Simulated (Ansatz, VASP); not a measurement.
Two plane-wave programs on Mo

```
Mo
1.0
    -1.58083    1.58083    1.58083
     1.58083   -1.58083    1.58083
     1.58083    1.58083   -1.58083
Mo
1
Direct
  0.00000 0.00000 0.00000
```

Alike in both runs: functional PBE; k mesh 15 × 15 × 15; occupations fermi-dirac, width 0.05 eV; no spin polarisation.

Ansatz relaxed the structure, and its values are those at the end. VASP's run is a single point on that final structure, the one shown.

```csv
,VASP,Ansatz
version,VASP 6.6.1,Ansatz 0.2.0
potentials or method,"VASP PAW PBE potentials, release 64 (Mo_sv)","PAW with Ansatz's default frozen-core files, scalar-relativistic"
plane-wave cutoff (eV),520,420
valence electrons in the cell,14,14
```

|  | VASP | Ansatz | Ansatz less VASP |
| --- | --- | --- | --- |
| pressure (GPa) | 0.5 | 0.0 | -0.51 |
